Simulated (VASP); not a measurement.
# ZnCd2Te2 in VASP: a series of runs

Runs on ZnCd2Te2. Level: PBE. Tasks: single point.

Everything below comes from runs of VASP 6.6.1. Logs are shortened: lines on timing, memory, paths and dates and some standing lists are left out, and cuts for length are marked.

## Step 1: The cell of the first run

The cell holds a slab with vacuum, 5 atoms: a = 4.679 Å, b = 4.679 Å, c = 20.081 Å, α = 90.00°, β = 90.00°, γ = 120.00°.

## Step 2: Single point, PBE

File INCAR:

```
PREC = Accurate ; ENCUT = 520
EDIFF = 1E-7 ; ISMEAR = 0
SIGMA = 0.05 ; LREAL = False
LASPH = True ; NELM = 100
ALGO = Normal ; ISIF = 2
LWAVE = False ; LCHARG = True
LDIPOL = True ; IDIPOL = 3
DIPOL = 0.5 0.5 0.369 ; GGA = PE
LELF = True ; LVHAR = True
LVACPOTAV = True ; NBANDS = 32
```

File KPOINTS:

```
Automatic mesh
0
Gamma
  6 6 1
```

File POSCAR:

```
ZnCd2Te2
1.0
    4.6794578583      0.0000000000      0.0000000000
   -2.3397289292      4.0525293813      0.0000000000
    0.0000000000      0.0000000000     20.0807280860
Te Cd Zn
2 2 1
Direct
    0.0000000000      0.0000000000      0.1991959646
    0.3333333333      0.6666666667      0.4037116126
    0.3333333333      0.6666666667      0.2467634796
    0.6666666667      0.3333333333      0.4273116019
    0.7777777778      0.7777777778      0.5693239727
```

Potentials or basis: VASP PAW PBE potentials, release 64 (Te, Cd, Zn).

Run with:

```console
> cat potpaw_PBE.64/Te/POTCAR potpaw_PBE.64/Cd/POTCAR potpaw_PBE.64/Zn/POTCAR > POTCAR
> mpirun -np 1 vasp_std > vasp.out
```

OUTCAR:

```text
PREC = Accurate
   ENCUT = 520
   EDIFF = 1E-7
   ISMEAR = 0
   LREAL = False
   LASPH = True
   NELM = 100
   ISIF = 2
   GGA = PE

 ion  position               nearest neighbor table
   1  0.000  0.000  0.199-   3 2.87   3 2.87   3 2.87
   2  0.333  0.667  0.404-   4 2.74   4 2.74   4 2.74   3 3.15
   3  0.333  0.667  0.247-   1 2.87   1 2.87   1 2.87   2 3.15
   4  0.667  0.333  0.427-   2 2.74   2 2.74   2 2.74   5 3.41
   5  0.778  0.778  0.569-   4 3.41

  LATTYP: Found a hexagonal cell.
 ALAT       =     4.6794578583
 C/A-ratio  =     4.2912509727

  Lattice vectors:

 A1 = (   4.6794578583,   0.0000000000,   0.0000000000)
 A2 = (  -2.3397289292,   4.0525293813,   0.0000000000)
 A3 = (   0.0000000000,   0.0000000000,  20.0807280860)

Analysis of symmetry for initial positions (statically):
=====================================================================
 Subroutine PRICEL returns:
 Original cell was already a primitive cell.

 Routine SETGRP: Setting up the symmetry group for a
 hexagonal supercell.

 Subroutine GETGRP returns: Found  1 space group operations
 (whereof  1 operations were pure point group operations)
 out of a pool of 24 trial point group operations.

The static configuration has the point symmetry C_1 .

Analysis of symmetry for dynamics (positions and initial velocities):
=====================================================================
 Subroutine PRICEL returns:
 Original cell was already a primitive cell.

 Routine SETGRP: Setting up the symmetry group for a
 hexagonal supercell.

 Subroutine GETGRP returns: Found  1 space group operations
 (whereof  1 operations were pure point group operations)
 out of a pool of 24 trial point group operations.

The dynamic configuration has the point symmetry C_1 .

 Subroutine INISYM returns: Found  1 space group operations
 (whereof  1 operations are pure point group operations),
 and found     1 'primitive' translations

----------------------------------------------------------------------------------------

                                     Primitive cell

  volume of cell :     380.8037

  direct lattice vectors                    reciprocal lattice vectors
     4.679457858  0.000000000  0.000000000     0.213699969  0.123379735  0.000000000
    -2.339728929  4.052529381  0.000000000     0.000000000  0.246759469  0.000000000
     0.000000000  0.000000000 20.080728086     0.000000000  0.000000000  0.049798991

  length of vectors
     4.679457858  4.679457858 20.080728086     0.246759469  0.246759469  0.049798991

  position of ions in fractional coordinates (direct lattice)
[... 86 lines left out ...]
   ISIF   =      2    stress and relaxation
   ISYM   =      2    0-nonsym 1-usesym 2-fastsym
   POTIM  = 0.5000    time-step for ionic-motion
   TEBEG  =    0.0;   TEEND  =   0.0 temperature during run
   PSTRESS=    0.0 pullay stress
   NELECT =      48.0000    total number of electrons
   NUPDOWN=      -1.0000    fix difference up-down
   EMIN   =  10.00;   EMAX   =-10.00  energy-range for DOS
   EFERMI =   0.00;   METHOD = LEGACY
   ISMEAR =     0;   SIGMA  =   0.05  broadening in eV -4-tet -1-fermi 0-gaus
   EFERMI_NEDOS =   21; number of points for ismear=-14 and -15
   IALGO  =     38    algorithm
   IMIX   =      4    mixing-type and parameters
     AMIX     =   0.40;   BMIX     =  1.00
     AMIX_MAG =   1.60;   BMIX_MAG =  1.00
  volume/ion in A,a.u.               =      76.16       513.96
  Fermi-wavevector in a.u.,A,eV,Ry     =   0.820833  1.551150  9.167156  0.673767
  Thomas-Fermi vector in A             =   1.931885
   LORBIT       =      0    0 simple, 1 ext, 2 COOP (PROOUT), +10 PAW based schemes
   GGA     = PE    functional components
   LHFCALC =     F    Hartree Fock is set to
   AEXX    =    0.0000 exact exchange contribution
   IVDW    =     0    specifies the selected vdW correction
   LEPSILON=     F    determine dielectric tensor
   LRPA    =     F    only Hartree local field effects (RPA)
 non-spin polarized calculation
 Gauss-broadening in eV      SIGMA  =   0.05
  energy-cutoff  :      520.00
  volume of cell :      380.80
 maximum number of plane-waves:     10277
   NGX = 17   NGY = 17   NGZ = 75

 number of electron      47.9999994 magnetization

 dipolmoment           0.000000      0.000000     -0.225923 electrons x Angstroem

 Free energy of the ion-electron system (eV)
  ---------------------------------------------------
  ext. energy  EPLUGINS =         0.00000000
  ---------------------------------------------------
  free energy    TOTEN  =        -8.83639826 eV

  energy without entropy =       -8.83483109  energy(sigma->0) =       -8.83561467

 E-fermi :  -1.5382     XC(G=0):  -4.5205

 val. band max:       -1.5383965051   @ k =   0.0000   0.0000   0.0000
 cond. band min:      -1.5379520164   @ k =   0.0000   0.0000   0.0000
 fundamental gap:      0.0004444887
 Fermi energy:        -1.5381742607

 k-point     1 :       0.0000    0.0000    0.0000
  band No.  band energies     occupation
      1     -13.8311      2.00000
      2     -11.7193      2.00000
      3     -11.3093      2.00000
      4     -11.3077      2.00000
      5     -11.0161      2.00000
      6     -11.0082      2.00000
[... 689 lines left out ...]
     31       3.4415      0.00000
     32       3.8498      0.00000

------------------------ aborting loop because EDIFF is reached ----------------------------------------

  FORCE on cell =-STRESS in cart. coord.  units (eV):
  Direction    XX          YY          ZZ          XY          YZ          ZX
  --------------------------------------------------------------------------------------
  -------------------------------------------------------------------------------------
  Total        0.5548504      0.1700103     -0.3869744      0.0142676     -0.1128264      0.2341931
  in kB        2.3344538      0.7152942     -1.6281398      0.0600288     -0.4747011      0.9853340
  external PRESSURE =       0.4738694 kB  Pullay stress =       0.0000000 kB

 VOLUME and BASIS-vectors are now :
 -----------------------------------------------------------------------------
  energy-cutoff  :      520.00
  volume of cell :      380.80
      direct lattice vectors                 reciprocal lattice vectors
     4.679457858  0.000000000  0.000000000     0.213699969  0.123379735  0.000000000
    -2.339728929  4.052529381  0.000000000     0.000000000  0.246759469  0.000000000
     0.000000000  0.000000000 20.080728086     0.000000000  0.000000000  0.049798991

 POSITION                                       TOTAL-FORCE (eV/Angst)
 -----------------------------------------------------------------------------------
      0.00000      0.00000      4.00000        -0.005294      0.004890      0.429385
     -0.00000      2.70169      8.10682        -0.070845     -0.007845     -0.206465
     -0.00000      2.70169      4.95519        -0.002308     -0.001499     -0.405163
      2.33973      1.35084      8.58073         0.019678      0.039540      0.176755
      1.81979      3.15197     11.43244         0.058769     -0.035085      0.005488
 -----------------------------------------------------------------------------------
    total drift:                                0.000246      0.000166      0.002693

  FREE ENERGIE OF THE ION-ELECTRON SYSTEM (eV)
  ---------------------------------------------------
  free  energy   TOTEN  =        -8.8363982554 eV

  energy  without entropy=       -8.8348310931  energy(sigma->0) =       -8.83561467

 vacuum level on the upper side and lower side of the slab         2.025         4.181
```

Run time: 3.5 min. Hardware: 1 thread of Intel Xeon 6975P-C (Granite Rapids), shared host; peak memory 0.59 GiB.

What came out:

- Free energy: -8.8364 eV
- Largest force: 0.429 eV/Å
- Band gap on the k mesh: zero (filled and empty bands touch)

Forces in eV/Å, atoms in the order of the input:
```
Te  -0.005  0.005  0.429
Te  -0.071 -0.008 -0.206
Cd  -0.002 -0.001 -0.405
Cd   0.020  0.040  0.177
Zn   0.059 -0.035  0.005
```

Caveat: spin-orbit coupling is left out, which moves the levels of the heavy elements.

## Step 3: Single point, PBE

File INCAR:

```
SYSTEM = ZnCd2Te2
PREC = Accurate ; ENCUT = 520
EDIFF = 1E-6 ; ISMEAR = 0
SIGMA = 0.05 ; LREAL = .FALSE.
LASPH = .TRUE. ; NELM = 100
ALGO = Normal ; ISIF = 2
LWAVE = .FALSE. ; LCHARG = .FALSE.
LDIPOL = .TRUE. ; IDIPOL = 3
DIPOL = 0.5 0.5 0.374 ; GGA = PE
NBANDS = 32
```

File KPOINTS:

```
regular mesh
0
G
  6 6 1
  0 0 0
```

POSCAR: that of step 2 with these lines changed.

```diff
@@ -12,2 +12,2 @@
     0.6666666667      0.3333333333      0.4273116019
-    0.7777777778      0.7777777778      0.5693239727
+    1.1111111111      0.4444444444      0.5925343995
```

Potentials or basis: VASP PAW PBE potentials, release 64 (Te, Cd, Zn).

Run with:

```console
> cat potpaw_PBE.64/Te/POTCAR potpaw_PBE.64/Cd/POTCAR potpaw_PBE.64/Zn/POTCAR > POTCAR
> mpirun -np 1 vasp_std > vasp.out
```

Wall time 3.1 min (1 thread of Intel Xeon 6975P-C (Granite Rapids), shared host); peak memory 0.6 GiB.

Results (log left out):

* Free energy: -8.8014 eV
* Largest force: 0.434 eV/Å
* Band gap on the k mesh: zero (filled and empty bands touch)

Forces on the atoms (eV/Å):
```
Te   0.005  0.003  0.434
Te   0.029  0.039 -0.118
Cd   0.000  0.001 -0.420
Cd   0.012 -0.010  0.102
Zn  -0.047 -0.033  0.002
```

Levels at points of the mesh, in eV from the Fermi level:
```
           k point  band 21  band 22  band 23  band 24  band 25  band 26  band 27  band 28
(0.00, 0.00, 0.00)    -1.88    -1.42    -0.32     0.00     0.00     1.37     1.93     3.49
(0.50, 0.00, 0.00)    -2.65    -2.02    -0.88    -0.75     0.45     1.20     2.03     2.35
(0.00, 0.50, 0.00)    -2.70    -1.98    -0.88    -0.70     0.77     0.94     1.84     2.55
(0.50, 0.50, 0.00)    -2.72    -1.90    -0.88    -0.72     0.47     1.05     2.17     2.48
```

Caveat: spin-orbit coupling is left out, which moves the levels of the heavy elements.
